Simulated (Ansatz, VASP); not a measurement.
CuO in VASP and in Ansatz

File INCAR:

```
SYSTEM = CuO
PREC     = Accurate       ! precision mode
ENCUT    = 700            ! plane-wave cutoff, eV
EDIFF    = 1E-6           ! SCF threshold, eV
ISMEAR   = -1             ! smearing method
SIGMA    = 0.05           ! smearing width, eV
LREAL    = .False.        ! projectors in reciprocal space
LASPH    = .True.         ! aspherical terms in the spheres
NELM     = 200            ! most SCF steps
ALGO     = Normal         ! electronic algorithm
ISIF     = 2              ! what is computed and relaxed
LWAVE    = .False.        ! write WAVECAR
LCHARG   = .True.         ! write CHGCAR
LMAXMIX  = 4              ! l up to which the mixer works
LDAU     = .True.         ! DFT+U
LDAUTYPE = 2            
LDAUL    = 2 -1           ! shell
LDAUU    = 5.3 0          ! U, eV
LDAUJ    = 0 0          
LDAUPRINT= 1            
GGA      = CA             ! functional
LELF     = .True.         ! ELF
LVHAR    = .True.       
NBANDS   = 20             ! bands
GGA_COMPAT= .False.
```

KPOINTS

```
regular mesh
0
Gamma
  10 10 10
  0 0 0
```

The input POSCAR:

```
CuO
1.0
    0.0000000000      2.3272527300      2.3272527300
    2.3272527300      0.0000000000      2.3272527300
    2.3272527300      2.3272527300      0.0000000000
Cu O
1 1
Direct
    0.0000000000      0.0000000000      0.0000000000
    0.2500000000      0.2500000000      0.2500000000
```

Contents of input.yaml:

```yaml
crystal:
  lattice:
    - [0.0, 2.32725273, 2.32725273]
    - [2.32725273, 0.0, 2.32725273]
    - [2.32725273, 2.32725273, 0.0]
  atoms:
    - { symbol: Cu, position: [0.0, 0.0, 0.0] }
    - { symbol: O, position: [0.25, 0.25, 0.25] }
hamiltonian:
  xc: lda
  pseudopotentials: { kind: paw }
  hubbard: { sites: [{ species: Cu, l: d, u_eff: 5.3 }] }
kpoints:
  mp_grid: { grid: [10, 10, 10] }
  band_path:
    path:
      - [[0.0, 0.0, 0.0], [0.5, 0.0, 0.5], [0.5, 0.25, 0.75], [0.375, 0.375, 0.75], [0.0, 0.0, 0.0], [0.5, 0.5, 0.5], [0.625, 0.25, 0.625], [0.5, 0.25, 0.75], [0.5, 0.5, 0.5], [0.375, 0.375, 0.75]]
      - [[0.625, 0.25, 0.625], [0.5, 0.0, 0.5]]
    npoints: 14
scf:
  occupations: { method: fermi_dirac, width: 0.05 }
  n_extra_bands: 6
output:
  forces: true
  stress: true
  eigenvalues: true
  fatbands: false
  write_density: true
  write_potential: true
  elf: true
  volumetric_format: npy
```

Alike in both runs: functional LDA; k mesh 10 × 10 × 10; occupations fermi-dirac, width 0.05 eV; no spin polarisation; Hubbard terms Cu d U = 5.3 eV.

|  | VASP | Ansatz |
| --- | --- | --- |
| version | VASP 6.6.1 | Ansatz 0.2.0 |
| potentials or method | VASP PAW LDA potentials, release 64 (Cu_sv_GW, O) | Ansatz PAW |
| plane-wave cutoff (eV) | 700 | 420 |
| valence electrons in the cell | 25 | 25 |
| task | single point | band structure |

```tsv
	VASP	Ansatz	Ansatz less VASP
gap on the k mesh at the Fermi level (eV)	none	none	-
pressure (GPa)	-21.5	-17.6	+3.88
```

LDA's correlation is that of Perdew and Zunger in VASP and of Perdew and Wang (1992) in Ansatz. The programs project onto different local orbitals, so the same U acts differently, and such runs can settle in different states. A gap of «none» marks a metal or a gap that the smearing closes.
